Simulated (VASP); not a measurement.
# SrMgGa3 (P6/mmm) in VASP: single point with PBE

Aim: the single point of SrMgGa3 with PBE.

Everything below comes from runs of VASP 6.6.1. Logs are shortened: lines on timing, memory, paths and dates and some standing lists are left out, and cuts for length are marked.

## Step 1: The cell of the first run

Symmetry: P6/mmm, No. 191, hexagonal system. The conventional cell has a = 4.778 Å, b = 4.778 Å, c = 5.958 Å, α = 90.00°, β = 90.00°, γ = 120.00°. Sr (site symmetry 6/mmm) has 6 Ga at 2.39 Å and 2 Mg at 2.98 Å within 3.2 Å. Mg (site symmetry 6/mmm) has 2 Sr at 2.98 Å and 12 Ga at 3.82 Å within 3.9 Å. Ga (site symmetry mmm) has 2 Sr at 2.39 Å and 4 Ga at 2.39 Å within 3.2 Å.

The cell was built from a structure type or drawn by symmetry, and may not be a known phase.

## Step 2: Single point, PBE

Input file INCAR:

```
SYSTEM = SrMgGa3
ALGO = Normal ; EDIFF = 1E-6
ENCUT = 520 ; GGA = PE
ISIF = 2 ; ISMEAR = 0
LASPH = .TRUE. ; LCHARG = .FALSE.
LREAL = .FALSE. ; LWAVE = .FALSE.
NBANDS = 34 ; NELM = 80
PREC = Accurate ; SIGMA = 0.1
```

Input file KPOINTS:

```
k-points
0
G
  6 6 4
  0 0 0
```

Input file POSCAR:

```
SrMgGa3
1.0
    4.7783859900      0.0000000000      0.0000000000
   -2.3891930000      4.1382036600      0.0000000000
    0.0000000000      0.0000000000      5.9580968000
Sr Mg Ga
1 1 3
Direct
    0.0000000000      0.0000000000      0.5000000000
    0.0000000000      0.0000000000      0.0000000000
    0.5000000000      0.0000000000      0.5000000000
    0.0000000000      0.5000000000      0.5000000000
    0.5000000000      0.5000000000      0.5000000000
```

Potentials or basis: VASP PAW PBE potentials, release 64 (Sr_sv, Mg, Ga_d).

Launch:

```console
$ cat potpaw_PBE.64/Sr_sv/POTCAR potpaw_PBE.64/Mg/POTCAR potpaw_PBE.64/Ga_d/POTCAR > POTCAR
$ mpirun -np 1 vasp_std > vasp.out
```

OUTCAR:

```text
SYSTEM = SrMgGa3
   EDIFF = 1E-6
   ENCUT = 520
   GGA = PE
   ISIF = 2
   ISMEAR = 0
   LASPH = .TRUE.
   LREAL = .FALSE.
   NELM = 80
   PREC = Accurate

 ion  position               nearest neighbor table
   1  0.000  0.000  0.500-   3 2.39   3 2.39   5 2.39   5 2.39   4 2.39   4 2.39   2 2.98   2 2.98

   2  0.000  0.000  0.000-   1 2.98   1 2.98
   3  0.500  0.000  0.500-   1 2.39   1 2.39   4 2.39   4 2.39   5 2.39   5 2.39
   4  0.000  0.500  0.500-   5 2.39   5 2.39   3 2.39   3 2.39   1 2.39   1 2.39
   5  0.500  0.500  0.500-   4 2.39   4 2.39   1 2.39   1 2.39   3 2.39   3 2.39

  LATTYP: Found a hexagonal cell.
 ALAT       =     4.7783859900
 C/A-ratio  =     1.2468847876

  Lattice vectors:

 A1 = (   4.7783859900,   0.0000000000,   0.0000000000)
 A2 = (  -2.3891930000,   4.1382036600,   0.0000000000)
 A3 = (   0.0000000000,   0.0000000000,   5.9580968000)

Analysis of symmetry for initial positions (statically):
=====================================================================
 Subroutine PRICEL returns:
 Original cell was already a primitive cell.

 Routine SETGRP: Setting up the symmetry group for a
 hexagonal supercell.

 Subroutine GETGRP returns: Found 24 space group operations
 (whereof 24 operations were pure point group operations)
 out of a pool of 24 trial point group operations.

The static configuration has the point symmetry D_6h.

Analysis of symmetry for dynamics (positions and initial velocities):
=====================================================================
 Subroutine PRICEL returns:
 Original cell was already a primitive cell.

 Routine SETGRP: Setting up the symmetry group for a
 hexagonal supercell.

 Subroutine GETGRP returns: Found 24 space group operations
 (whereof 24 operations were pure point group operations)
 out of a pool of 24 trial point group operations.

The dynamic configuration has the point symmetry D_6h.

 Subroutine INISYM returns: Found 24 space group operations
 (whereof 24 operations are pure point group operations),
 and found     1 'primitive' translations

----------------------------------------------------------------------------------------

                                     Primitive cell

  volume of cell :     117.8150

  direct lattice vectors                    reciprocal lattice vectors
     4.778385990  0.000000000  0.000000000     0.209275685  0.120825373  0.000000000
    -2.389193000  4.138203660  0.000000000     0.000000000  0.241650746  0.000000000
     0.000000000  0.000000000  5.958096800     0.000000000  0.000000000  0.167838831

  length of vectors
     4.778385990  4.778385996  5.958096800     0.241650746  0.241650746  0.167838831

  position of ions in fractional coordinates (direct lattice)
     0.000000000  0.000000000  0.500000000
     0.000000000  0.000000000  0.000000000
     0.500000000  0.000000000  0.500000000
     0.000000000  0.500000000  0.500000000
     0.500000000  0.500000000  0.500000000

  ion indices of the primitive-cell ions
   primitive index   ion index
                 1           1
                 2           2
                 3           3
                 4           4
                 5           5

----------------------------------------------------------------------------------------

 KPOINTS: k-points

Automatic generation of k-mesh.
 Grid dimensions read from file:
 generate k-points for:    6    6    4

 Generating k-lattice:

  Cartesian coordinates                     Fractional coordinates (reciprocal lattice)
     0.034879281  0.020137562  0.000000000     0.166666667  0.000000000  0.000000000
     0.000000000  0.040275124  0.000000000     0.000000000  0.166666667  0.000000000
     0.000000000  0.000000000  0.041959708     0.000000000  0.000000000  0.250000000

  Length of vectors
     0.040275124  0.040275124  0.041959708

  Shift w.r.t. Gamma in fractional coordinates (k-lattice)
     0.000000000  0.000000000  0.000000000

 Subroutine IBZKPT returns following result:
 ===========================================

 Found     21 irreducible k-points:

 Following reciprocal coordinates:
            Coordinates               Weight
  0.000000  0.000000  0.000000      1.000000
  0.166667  0.000000  0.000000      6.000000
  0.333333 -0.000000  0.000000      6.000000
  0.500000  0.000000  0.000000      3.000000
  0.166667  0.166667  0.000000      6.000000
  0.333333  0.166667  0.000000     12.000000
[... 13 lines left out ...]
  0.333333  0.166667  0.500000     12.000000
  0.333333  0.333333  0.500000      2.000000
   k-points           NKPTS =     21   k-points in BZ     NKDIM =     21   number of bands    NBANDS=     34
   number of dos      NEDOS =    301   number of ions     NIONS =      5
   total plane-waves  NPLWV =  62208
   dimension x,y,z NGX =    36 NGY =   36 NGZ =   48
   dimension x,y,z NGXF=    72 NGYF=   72 NGZF=   96
   ions per type =               1   1   3
   NGX,Y,Z   is equivalent  to a cutoff of  12.52, 12.52, 13.39 a.u.
   NGXF,Y,Z  is equivalent  to a cutoff of  25.05, 25.05, 26.79 a.u.
 SYSTEM =  SrMgGa3
   PREC   = accura    normal or accurate (medium, high low for compatibility)
   ISTART =      0    job   : 0-new  1-cont  2-samecut
   ICHARG =      2    charge: 1-file 2-atom 10-const
   ISPIN  =      1    spin polarized calculation?
   LNONCOLLINEAR =      F non collinear calculations
   LSORBIT =      F    spin-orbit coupling
   LASPH  =      T    aspherical Exc in radial PAW
   ENCUT  =  520.0 eV  38.22 Ry    6.18 a.u.   8.88  8.88 11.08*2*pi/ulx,y,z
   NELM   =     80;   NELMIN=  2; NELMDL= -5     # of ELM steps
   EDIFF  = 0.1E-05   stopping-criterion for ELM
   LREAL  =      F    real-space projection
   EDIFFG = 0.1E-04   stopping-criterion for IOM
   NSW    =      0    number of steps for IOM
   IBRION =     -1    ionic relax: 0-MD 1-quasi-New 2-CG
   NFREE  =      0    steps in history (QN), initial steepest desc. (CG)
   ISIF   =      2    stress and relaxation
   ISYM   =      2    0-nonsym 1-usesym 2-fastsym
   POTIM  = 0.5000    time-step for ionic-motion
   TEBEG  =    0.0;   TEEND  =   0.0 temperature during run
   PSTRESS=    0.0 pullay stress
   NELECT =      51.0000    total number of electrons
   NUPDOWN=      -1.0000    fix difference up-down
   EMIN   =  10.00;   EMAX   =-10.00  energy-range for DOS
   EFERMI =   0.00;   METHOD = LEGACY
   ISMEAR =     0;   SIGMA  =   0.10  broadening in eV -4-tet -1-fermi 0-gaus
   EFERMI_NEDOS =   21; number of points for ismear=-14 and -15
   IALGO  =     38    algorithm
   IMIX   =      4    mixing-type and parameters
     AMIX     =   0.40;   BMIX     =  1.00
     AMIX_MAG =   1.60;   BMIX_MAG =  1.00
  volume/ion in A,a.u.               =      23.56       159.01
  Fermi-wavevector in a.u.,A,eV,Ry     =   1.238411  2.340257 20.866724  1.533661
  Thomas-Fermi vector in A             =   2.372937
   LORBIT       =      0    0 simple, 1 ext, 2 COOP (PROOUT), +10 PAW based schemes
   GGA     = PE    functional components
   LHFCALC =     F    Hartree Fock is set to
   AEXX    =    0.0000 exact exchange contribution
   IVDW    =     0    specifies the selected vdW correction
   LEPSILON=     F    determine dielectric tensor
   LRPA    =     F    only Hartree local field effects (RPA)
 non-spin polarized calculation
 Gauss-broadening in eV      SIGMA  =   0.10
  energy-cutoff  :      520.00
  volume of cell :      117.82
 maximum number of plane-waves:      3186
 NGX is ok and might be reduce to    36
   NGX = 17   NGY = 17   NGZ = 23

 number of electron      50.9999984 magnetization

 Free energy of the ion-electron system (eV)
  ---------------------------------------------------
  ext. energy  EPLUGINS =         0.00000000
  ---------------------------------------------------
  free energy    TOTEN  =        -1.02739554 eV

  energy without entropy =       -1.01505425  energy(sigma->0) =       -1.02122490

 E-fermi :   3.6168     XC(G=0):  -9.1677

 val. band max:        3.5068464183   @ k =   0.3333   0.3333   0.0000
 cond. band min:       3.6195656133   @ k =   0.3333   0.3333   0.2500
 fundamental gap:      0.1127191950
 Fermi energy:         3.6168414518

 k-point     1 :       0.0000    0.0000    0.0000
  band No.  band energies     occupation
      1     -31.3756      2.00000
      2     -14.4448      2.00000
      3     -14.4448      2.00000
      4     -13.4723      2.00000
      5     -12.8204      2.00000
      6     -12.7010      2.00000
[... 26 lines left out ...]
     33       8.8631      0.00000
     34       8.8645      0.00000

 k-point     2 :       0.1667    0.0000    0.0000
  band No.  band energies     occupation
      1     -31.3688      2.00000
      2     -14.7569      2.00000
      3     -14.5766      2.00000
      4     -13.5222      2.00000
      5     -12.7562      2.00000
      6     -12.6279      2.00000
[... 26 lines left out ...]
     33       8.6897      0.00000
     34       8.9064      0.00000

 k-point     3 :       0.3333   -0.0000    0.0000
  band No.  band energies     occupation
      1     -31.3553      2.00000
      2     -15.2246      2.00000
      3     -14.7946      2.00000
      4     -13.6100      2.00000
      5     -12.6648      2.00000
      6     -12.4348      2.00000
[... 26 lines left out ...]
     33       8.4310      0.00000
     34      10.1974      0.00000
[... 593 lines left out ...]
 k-point    20 :       0.3333    0.1667    0.5000
  band No.  band energies     occupation
      1     -31.3482      2.00000
      2     -15.3363      2.00000
      3     -14.9924      2.00000
      4     -13.6586      2.00000
      5     -12.5764      2.00000
      6     -12.4088      2.00000
[... 26 lines left out ...]
     33       9.1302      0.00000
     34       9.1678      0.00000

 k-point    21 :       0.3333    0.3333    0.5000
  band No.  band energies     occupation
      1     -31.3448      2.00000
      2     -15.2426      2.00000
      3     -15.2426      2.00000
      4     -13.6773      2.00000
      5     -12.5073      2.00000
      6     -12.2998      2.00000
[... 26 lines left out ...]
     33       9.1706      0.00000
     34       9.1718      0.00000

------------------------ aborting loop because EDIFF is reached ----------------------------------------

  FORCE on cell =-STRESS in cart. coord.  units (eV):
  Direction    XX          YY          ZZ          XY          YZ          ZX
  --------------------------------------------------------------------------------------
  -------------------------------------------------------------------------------------
  Total       40.4228556     40.4228557      2.6668442     -0.0000000      0.0000000      0.0000000
  in kB      549.7141666    549.7141676     36.2666618     -0.0000007      0.0000000      0.0000000
  external PRESSURE =     378.5649987 kB  Pullay stress =       0.0000000 kB

 VOLUME and BASIS-vectors are now :
 -----------------------------------------------------------------------------
  energy-cutoff  :      520.00
  volume of cell :      117.82
      direct lattice vectors                 reciprocal lattice vectors
     4.778385990  0.000000000  0.000000000     0.209275685  0.120825373  0.000000000
    -2.389193000  4.138203660  0.000000000     0.000000000  0.241650746  0.000000000
     0.000000000  0.000000000  5.958096800     0.000000000  0.000000000  0.167838831

 POSITION                                       TOTAL-FORCE (eV/Angst)
 -----------------------------------------------------------------------------------
      0.00000      0.00000      2.97905        -0.000000      0.000000      0.000000
      0.00000      0.00000      0.00000        -0.000000      0.000000      0.000000
      2.38919      0.00000      2.97905         0.000000      0.000000      0.000000
     -1.19460      2.06910      2.97905        -0.000000      0.000000      0.000000
      1.19460      2.06910      2.97905        -0.000000      0.000000      0.000000
 -----------------------------------------------------------------------------------
    total drift:                                0.000000      0.000000      0.000000

  FREE ENERGIE OF THE ION-ELECTRON SYSTEM (eV)
  ---------------------------------------------------
  free  energy   TOTEN  =        -1.0273955424 eV

  energy  without entropy=       -1.0150542503  energy(sigma->0) =       -1.02122490
```

It took 89 s on 1 thread of AMD EPYC 7R13 (Zen 3), shared host; peak memory 0.25 GiB.

What came out:

```
Free energy            : -1.0274 eV
Pressure               : 37.9 GPa
Band gap on the k mesh : zero (an odd number of electrons rules out a gap without spin polarisation)
```

Levels at points of the mesh, in eV from the Fermi level:
| k point | band 21 | band 22 | band 23 | band 24 | band 25 | band 26 | band 27 | band 28 | band 29 | band 30 |
| --- | --- | --- | --- | --- | --- | --- | --- | --- | --- | --- |
| (0.00, 0.00, 0.00) | -4.33 | -3.48 | -3.48 | -2.68 | -2.61 | 1.62 | 1.62 | 2.44 | 2.44 | 4.01 |
| (0.50, 0.00, 0.00) | -7.55 | -3.04 | -2.38 | -1.91 | -1.43 | -0.25 | 0.08 | 0.89 | 0.90 | 3.97 |
| (0.00, 0.00, 0.50) | -4.32 | -3.91 | -3.46 | -3.46 | 0.36 | 0.96 | 1.84 | 1.84 | 1.85 | 1.85 |
| (0.50, 0.00, 0.50) | -7.51 | -2.96 | -2.81 | -1.82 | -1.76 | -0.24 | 0.32 | 0.88 | 1.75 | 3.31 |

Caveat: the cell stands under pressure.
